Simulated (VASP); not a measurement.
# TaN (Fm-3m) in VASP: single point with PBEsol

Aim: the single point of TaN with PBEsol.

All numbers are computed with VASP 6.6.1; they aren't measurements. Logs are shortened: lines on timing, memory, paths and dates and some standing lists are left out, and cuts for length are marked.

**1. The cell of the first run**

The structure is cubic, space group Fm-3m (No. 225). Conventional cell: a = 4.358 Å, b = 4.358 Å, c = 4.358 Å, α = 90.00°, β = 90.00°, γ = 90.00°. Ta (site symmetry m-3m) has 6 N at 2.18 Å within 2.9 Å. N (site symmetry m-3m) has 6 Ta at 2.18 Å within 2.9 Å.

**2. Single point, PBEsol**

INCAR reads:

```
SYSTEM = TaN
  ALGO = Normal
  EDIFF = 1E-6
  ENCUT = 600
  GGA = PS
  GGA_COMPAT = .False.
  ISIF = 2
  ISMEAR = 0
  LASPH = .True.
  LCHARG = .True.
  LELF = .True.
  LREAL = .False.
  LVHAR = .True.
  LWAVE = .False.
  NBANDS = 15
  NELM = 120
  PREC = Accurate
  SIGMA = 0.1
```

KPOINTS reads:

```
k-points
0
Gamma
  16 16 16
  0 0 0
```

POSCAR reads:

```
TaN
1.0
    0.0000000000      2.1790000000      2.1790000000
    2.1790000000      0.0000000000      2.1790000000
    2.1790000000      2.1790000000      0.0000000000
Ta N
1 1
Direct
    0.5000000000      0.5000000000      0.5000000000
    0.0000000000      0.0000000000      0.0000000000
```

Potentials or basis: VASP PAW PBE potentials, release 64 (Ta_pv, N).

The run is started by

```bash
$ cat potpaw_PBE.64/Ta_pv/POTCAR potpaw_PBE.64/N/POTCAR > POTCAR
$ mpirun -np 1 vasp_std > vasp.out
```

OUTCAR:

```text
SYSTEM = TaN
   EDIFF = 1E-6
   ENCUT = 600
   GGA = PS
   ISIF = 2
   ISMEAR = 0
   LASPH = .True.
   LREAL = .False.
   NELM = 120
   PREC = Accurate

 ion  position               nearest neighbor table
   1  0.500  0.500  0.500-   2 2.18   2 2.18   2 2.18   2 2.18   2 2.18   2 2.18
   2  0.000  0.000  0.000-   1 2.18   1 2.18   1 2.18   1 2.18   1 2.18   1 2.18

  LATTYP: Found a face centered cubic cell.
 ALAT       =     4.3580000000

  Lattice vectors:

 A1 = (   0.0000000000,   2.1790000000,   2.1790000000)
 A2 = (   2.1790000000,   0.0000000000,   2.1790000000)
 A3 = (   2.1790000000,   2.1790000000,   0.0000000000)

Analysis of symmetry for initial positions (statically):
=====================================================================
 Subroutine PRICEL returns:
 Original cell was already a primitive cell.

 Routine SETGRP: Setting up the symmetry group for a
 face centered cubic supercell.

 Subroutine GETGRP returns: Found 48 space group operations
[... 9 lines left out ...]

 Routine SETGRP: Setting up the symmetry group for a
 face centered cubic supercell.

 Subroutine GETGRP returns: Found 48 space group operations
[... 11 lines left out ...]
                                     Primitive cell

  volume of cell :      20.6920

  direct lattice vectors                    reciprocal lattice vectors
     0.000000000  2.179000000  2.179000000    -0.229463056  0.229463056  0.229463056
     2.179000000  0.000000000  2.179000000     0.229463056 -0.229463056  0.229463056
     2.179000000  2.179000000  0.000000000     0.229463056  0.229463056 -0.229463056

  length of vectors
     3.081571352  3.081571352  3.081571352     0.397441672  0.397441672  0.397441672

  position of ions in fractional coordinates (direct lattice)
     0.500000000  0.500000000  0.500000000
     0.000000000  0.000000000  0.000000000

  ion indices of the primitive-cell ions
   primitive index   ion index
                 1           1
                 2           2

----------------------------------------------------------------------------------------

 KPOINTS: k-points

Automatic generation of k-mesh.
 Grid dimensions read from file:
 generate k-points for:   16   16   16

 Generating k-lattice:

  Cartesian coordinates                     Fractional coordinates (reciprocal lattice)
    -0.014341441  0.014341441  0.014341441     0.062500000  0.000000000  0.000000000
     0.014341441 -0.014341441  0.014341441     0.000000000  0.062500000  0.000000000
     0.014341441  0.014341441 -0.014341441     0.000000000  0.000000000  0.062500000

  Length of vectors
     0.024840105  0.024840105  0.024840105

  Shift w.r.t. Gamma in fractional coordinates (k-lattice)
     0.000000000  0.000000000  0.000000000

 Subroutine IBZKPT returns following result:
 ===========================================

 Found    145 irreducible k-points:

 Following reciprocal coordinates:
            Coordinates               Weight
  0.000000  0.000000  0.000000      1.000000
  0.062500  0.000000  0.000000      8.000000
  0.125000  0.000000  0.000000      8.000000
  0.187500  0.000000  0.000000      8.000000
  0.250000  0.000000  0.000000      8.000000
  0.312500  0.000000  0.000000      8.000000
[... 16 lines left out ...]
 -0.125000  0.062500  0.000000     24.000000
 -0.062500  0.062500  0.000000     12.000000
 [... further k-points ...]
   k-points           NKPTS =    145   k-points in BZ     NKDIM =    145   number of bands    NBANDS=     15
   number of dos      NEDOS =    301   number of ions     NIONS =      2
   total plane-waves  NPLWV =  21952
   dimension x,y,z NGX =    28 NGY =   28 NGZ =   28
   dimension x,y,z NGXF=    56 NGYF=   56 NGZF=   56
   ions per type =               1   1
   NGX,Y,Z   is equivalent  to a cutoff of  15.11, 15.11, 15.11 a.u.
   NGXF,Y,Z  is equivalent  to a cutoff of  30.21, 30.21, 30.21 a.u.
 SYSTEM =  TaN
   PREC   = accura    normal or accurate (medium, high low for compatibility)
   ISTART =      0    job   : 0-new  1-cont  2-samecut
   ICHARG =      2    charge: 1-file 2-atom 10-const
   ISPIN  =      1    spin polarized calculation?
   LNONCOLLINEAR =      F non collinear calculations
   LSORBIT =      F    spin-orbit coupling
   LASPH  =      T    aspherical Exc in radial PAW
   ENCUT  =  600.0 eV  44.10 Ry    6.64 a.u.   6.15  6.15  6.15*2*pi/ulx,y,z
   NELM   =    120;   NELMIN=  2; NELMDL= -5     # of ELM steps
   EDIFF  = 0.1E-05   stopping-criterion for ELM
   LREAL  =      F    real-space projection
   EDIFFG = 0.1E-04   stopping-criterion for IOM
   NSW    =      0    number of steps for IOM
   IBRION =     -1    ionic relax: 0-MD 1-quasi-New 2-CG
   NFREE  =      0    steps in history (QN), initial steepest desc. (CG)
   ISIF   =      2    stress and relaxation
   ISYM   =      2    0-nonsym 1-usesym 2-fastsym
   POTIM  = 0.5000    time-step for ionic-motion
   TEBEG  =    0.0;   TEEND  =   0.0 temperature during run
   PSTRESS=    0.0 pullay stress
   NELECT =      16.0000    total number of electrons
   NUPDOWN=      -1.0000    fix difference up-down
   EMIN   =  10.00;   EMAX   =-10.00  energy-range for DOS
   EFERMI =   0.00;   METHOD = LEGACY
   ISMEAR =     0;   SIGMA  =   0.10  broadening in eV -4-tet -1-fermi 0-gaus
   EFERMI_NEDOS =   21; number of points for ismear=-14 and -15
   IALGO  =     38    algorithm
   IMIX   =      4    mixing-type and parameters
     AMIX     =   0.40;   BMIX     =  1.00
     AMIX_MAG =   1.60;   BMIX_MAG =  1.00
  volume/ion in A,a.u.               =      10.35        69.82
  Fermi-wavevector in a.u.,A,eV,Ry     =   1.502615  2.839530 30.719922  2.257851
  Thomas-Fermi vector in A             =   2.613832
   LORBIT       =      0    0 simple, 1 ext, 2 COOP (PROOUT), +10 PAW based schemes
   GGA     = PS    functional components
   LHFCALC =     F    Hartree Fock is set to
   AEXX    =    0.0000 exact exchange contribution
   IVDW    =     0    specifies the selected vdW correction
   LEPSILON=     F    determine dielectric tensor
   LRPA    =     F    only Hartree local field effects (RPA)
 non-spin polarized calculation
 Gauss-broadening in eV      SIGMA  =   0.10
  energy-cutoff  :      600.00
  volume of cell :       20.69
 maximum number of plane-waves:       701
 NGX is ok and might be reduce to    28
   NGX = 13   NGY = 13   NGZ = 13

 number of electron      16.0000001 magnetization

 Free energy of the ion-electron system (eV)
  ---------------------------------------------------
  ext. energy  EPLUGINS =         0.00000000
  ---------------------------------------------------
  free energy    TOTEN  =       -23.20803036 eV

  energy without entropy =      -23.20248242  energy(sigma->0) =      -23.20525639

 E-fermi :   9.6781     XC(G=0): -13.7399

 val. band max:        9.6684293205   @ k =  -0.2500   0.3750   0.1250
 cond. band min:       9.6839094617   @ k =  -0.3125   0.3125   0.1250
 fundamental gap:      0.0154801412
 Fermi energy:         9.6781421853

 k-point     1 :       0.0000    0.0000    0.0000
  band No.  band energies     occupation
      1     -25.9637      2.00000
      2     -25.9637      2.00000
      3     -25.9637      2.00000
      4      -9.3466      2.00000
      5       5.8155      2.00000
      6       5.8155      2.00000
      7       5.8155      2.00000
      8       7.4815      2.00000
      9       7.4815      2.00000
     10       7.4815      2.00000
     11       9.7200      0.55351
     12       9.7200      0.55350
     13      11.4700      0.00000
     14      19.0743      0.00000
     15      22.1164      0.00000

 k-point     2 :       0.0625    0.0000    0.0000
  band No.  band energies     occupation
      1     -26.0033      2.00000
      2     -25.9672      2.00000
      3     -25.9672      2.00000
      4      -9.2448      2.00000
      5       5.2855      2.00000
      6       5.4535      2.00000
      7       5.4535      2.00000
      8       7.6475      2.00000
      9       7.6475      2.00000
     10       7.7267      2.00000
     11      10.1342      0.00000
     12      10.1342      0.00000
     13      11.7589      0.00000
     14      19.3817      0.00000
     15      22.1163      0.00000

 k-point     3 :       0.1250    0.0000    0.0000
  band No.  band energies     occupation
      1     -26.1146      2.00000
      2     -25.9772      2.00000
      3     -25.9772      2.00000
      4      -8.9510      2.00000
      5       4.2221      2.00000
      6       4.7135      2.00000
      7       4.7135      2.00000
      8       8.0297      2.00000
      9       8.0297      2.00000
     10       8.0848      2.00000
     11      11.1344      0.00000
     12      11.1344      0.00000
     13      12.4984      0.00000
     14      20.2349      0.00000
     15      22.1157      0.00000

 k-point     4 :       0.1875    0.0000    0.0000
  band No.  band energies     occupation
      1     -26.2767      2.00000
      2     -25.9920      2.00000
      3     -25.9920      2.00000
      4      -8.4974      2.00000
      5       3.0365      2.00000
      6       3.9324      2.00000
      7       3.9324      2.00000
      8       8.4417      2.00000
      9       8.5760      2.00000
     10       8.5760      2.00000
     11      12.3975      0.00000
     12      12.3975      0.00000
     13      13.4313      0.00000
     14      21.3975      0.00000
     15      22.1150      0.00000

 k-point     5 :       0.2500    0.0000    0.0000
  band No.  band energies     occupation
      1     -26.4617      2.00000
      2     -26.0095      2.00000
      3     -26.0095      2.00000
      4      -7.9322      2.00000
      5       1.8733      2.00000
      6       3.2325      2.00000
      7       3.2325      2.00000
      8       8.8930      2.00000
      9       9.2686      2.00000
     10       9.2686      2.00000
     11      13.7480      0.00000
     12      13.7480      0.00000
     13      14.3079      0.00000
     14      22.0819      0.00000
     15      22.3199      0.00000

 k-point     6 :       0.3125    0.0000    0.0000
  band No.  band energies     occupation
      1     -26.6405      2.00000
      2     -26.0268      2.00000
      3     -26.0268      2.00000
      4      -7.3161      2.00000
      5       0.8105      2.00000
      6       2.6618      2.00000
      7       2.6618      2.00000
      8       9.5087      1.98344
      9      10.0556      0.00000
     10      10.0556      0.00000
     11      14.8520      0.00000
     12      15.0716      0.00000
     13      15.0716      0.00000
     14      21.9931      0.00000
     15      22.3166      0.00000

 k-point     7 :       0.3750    0.0000    0.0000
  band No.  band energies     occupation
      1     -26.7876      2.00000
      2     -26.0415      2.00000
      3     -26.0415      2.00000
      4      -6.7275      2.00000
      5      -0.0818      2.00000
      6       2.2429      2.00000
      7       2.2429      2.00000
      8      10.3056      0.00000
      9      10.8361      0.00000
     10      10.8361      0.00000
     11      14.7770      0.00000
[... 226 lines left out ...]
      4      -7.1067      2.00000
      5       0.4793      2.00000
      6       2.3789      2.00000
      7       2.7147      2.00000
      8       9.5368      1.95444
      9       9.9682      0.00004
     10      11.0583      0.00000
     11      14.2672      0.00000
     12      15.4674      0.00000
     13      16.1395      0.00000
     14      21.8846      0.00000
     15      22.2552      0.00000

 k-point    21 :      -0.2500    0.0625    0.0000
  band No.  band energies     occupation
      1     -26.5228      2.00000
      2     -26.0555      2.00000
      3     -26.0027      2.00000
      4      -7.6936      2.00000
      5       1.4172      2.00000
      6       2.8330      2.00000
      7       3.2675      2.00000
      8       8.9331      2.00000
      9       9.1764      2.00000
     10      10.2923      0.00000
     11      13.1326      0.00000
     12      14.9335      0.00000
     13      14.9458      0.00000
     14      22.0818      0.00000
     15      22.5077      0.00000

 k-point    22 :      -0.1875    0.0625    0.0000
  band No.  band energies     occupation
      1     -26.3439      2.00000
      2     -26.0349      2.00000
      3     -25.9851      2.00000
      4      -8.2602      2.00000
      5       2.4662      2.00000
      6       3.4301      2.00000
      7       3.9284      2.00000
      8       8.4906      2.00000
      9       8.5130      2.00000
     10       9.5175      1.97688
     11      11.8937      0.00000
     12      13.6076      0.00000
     13      14.1246      0.00000
     14      21.9543      0.00000
     15      22.1208      0.00000

 k-point    23 :      -0.1250    0.0625    0.0000
  band No.  band energies     occupation
      1     -26.1790      2.00000
      2     -26.0121      2.00000
      3     -25.9722      2.00000
      4      -8.7403      2.00000
      5       3.5522      2.00000
      6       4.1377      2.00000
      7       4.6322      2.00000
      8       7.9702      2.00000
      9       8.2135      2.00000
     10       8.8229      2.00000
     11      10.8142      0.00000
     12      12.2788      0.00000
     13      13.1569      0.00000
     14      20.8356      0.00000
     15      22.1150      0.00000

 k-point    24 :      -0.0625    0.0625    0.0000
  band No.  band energies     occupation
      1     -26.0581      2.00000
      2     -25.9884      2.00000
      3     -25.9659      2.00000
      4      -9.0811      2.00000
      5       4.5693      2.00000
      6       4.8791      2.00000
      7       5.2353      2.00000
      8       7.6626      2.00000
      9       7.9037      2.00000
     10       8.2197      2.00000
     11      10.1760      0.00000
     12      11.0642      0.00000
     13      12.2664      0.00000
     14      19.8703      0.00000
     15      22.1159      0.00000

 [... further k-points ...]
[... 5 lines left out ...]
  --------------------------------------------------------------------------------------
  -------------------------------------------------------------------------------------
  Total        0.7028440      0.7028440      0.7028440      0.0000000      0.0000000     -0.0000000
  in kB       54.4211683     54.4211683     54.4211683      0.0000000      0.0000000     -0.0000000
  external PRESSURE =      54.4211683 kB  Pullay stress =       0.0000000 kB

 VOLUME and BASIS-vectors are now :
 -----------------------------------------------------------------------------
  energy-cutoff  :      600.00
  volume of cell :       20.69
      direct lattice vectors                 reciprocal lattice vectors
     0.000000000  2.179000000  2.179000000    -0.229463056  0.229463056  0.229463056
     2.179000000  0.000000000  2.179000000     0.229463056 -0.229463056  0.229463056
     2.179000000  2.179000000  0.000000000     0.229463056  0.229463056 -0.229463056

 POSITION                                       TOTAL-FORCE (eV/Angst)
 -----------------------------------------------------------------------------------
      2.17900      2.17900      2.17900        -0.000000     -0.000000     -0.000000
      0.00000      0.00000      0.00000         0.000000      0.000000      0.000000
 -----------------------------------------------------------------------------------
    total drift:                                0.000000      0.000000      0.000000

  FREE ENERGIE OF THE ION-ELECTRON SYSTEM (eV)
  ---------------------------------------------------
  free  energy   TOTEN  =       -23.2080303636 eV

  energy  without entropy=      -23.2024824159  energy(sigma->0) =      -23.20525639
```

Wall time 97 s (1 thread of AMD EPYC 7R43 (Zen 3), shared host); peak memory 0.17 GiB.

Results:

* Free energy: -23.2080 eV
* Pressure: 5.4 GPa
* Band gap on the k mesh: zero (band 8 reaches 11.68 eV, above the bottom of band 9 at 7.48 eV)

Caveat: the PAW data sets were made with another functional, which shifts forces and pressure a little; spin-orbit coupling is left out, which moves the levels of the heavy elements.
